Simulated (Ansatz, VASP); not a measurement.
## WSe2: VASP beside Ansatz

The input INCAR:

```
SYSTEM = WSe2
  PREC = Accurate
  ENCUT = 520
  EDIFF = 1E-6
  ISMEAR = -1
  SIGMA = 0.08
  LREAL = .FALSE.
  LASPH = .TRUE.
  NELM = 60
  ALGO = Normal
  ISIF = 2
  LWAVE = .FALSE.
  LCHARG = .FALSE.
  GGA = PS
  NBANDS = 35
```

File KPOINTS:

```
Automatic mesh
0
G
  11 11 3
  0 0 0
```

POSCAR

```
WSe2
1.0
    3.3545246059      0.0000000000      0.0000000000
   -1.6772623029      2.9051035263      0.0000000000
    0.0000000000      0.0000000000     13.2243783068
W Se
2 4
Direct
    0.3333333333      0.6666666667      0.2500000000
    0.6666666667      0.3333333333      0.7500000000
    0.3333333333      0.6666666667      0.6210000000
    0.6666666667      0.3333333333      0.1210000000
    0.3333333333      0.6666666667      0.8790000000
    0.6666666667      0.3333333333      0.3790000000
```

Input for Ansatz:

```yaml
crystal:
  lattice:
    - [3.3545246059, 0.0, 0.0]
    - [-1.6772623029, 2.9051035263, 0.0]
    - [0.0, 0.0, 13.2243783068]
  atoms:
    - { symbol: W, position: [0.3333333333, 0.6666666667, 0.25] }
    - { symbol: W, position: [0.6666666667, 0.3333333333, 0.75] }
    - { symbol: Se, position: [0.3333333333, 0.6666666667, 0.621] }
    - { symbol: Se, position: [0.6666666667, 0.3333333333, 0.121] }
    - { symbol: Se, position: [0.3333333333, 0.6666666667, 0.879] }
    - { symbol: Se, position: [0.6666666667, 0.3333333333, 0.379] }
kpoints:
  mp_grid: { grid: [11, 11, 3] }
  band_path:
    path:
      - [0.0, 0.0, 0.0]
      - [0.5, 0.0, 0.0]
      - [0.3333333333, 0.3333333333, 0.0]
      - [0.0, 0.0, 0.0]
      - [0.0, 0.0, 0.5]
      - [0.5, 0.0, 0.5]
      - [0.3333333333, 0.3333333333, 0.5]
      - [0.0, 0.0, 0.5]
      - [0.5, 0.0, 0.5]
    npoints: 5
scf:
  occupations: { method: fermi_dirac, width: 0.08 }
hamiltonian:
  xc: pbesol
  pseudopotentials: { kind: all_electron, lapw: { basis_error: 0.0005 } }
output:
  forces: true
  stress: true
  eigenvalues: true
```

Change from the starting cell: volume scaled by 1.06.

Alike in both runs: task single point; functional PBEsol; k mesh 11 × 11 × 3; occupations fermi-dirac, width 0.08 eV; no spin polarisation.

```csv
,VASP,Ansatz
version,VASP 6.6.1,Ansatz 0.2.0
potentials or method,"VASP PAW PBE potentials, release 64 (W_sv, Se), cutoff 520 eV","all-electron LAPW, scalar-relativistic"
```

```csv
,VASP,Ansatz,Ansatz less VASP
pressure (GPa),-8.0,-8.3,-0.25
"traceless stress, the component that is largest in VASP (GPa)",-0.11,-0.19,-0.075
rms of the force components (eV/Å),0.451,0.470,+0.0192
```

VASP's potentials were made for PBE, not for PBEsol. Atom by atom the forces differ by 0.019 eV/Å (rms over components). Ansatz ran all-electron here, and VASP with PAW potentials.

Neither program's run includes spin-orbit coupling.
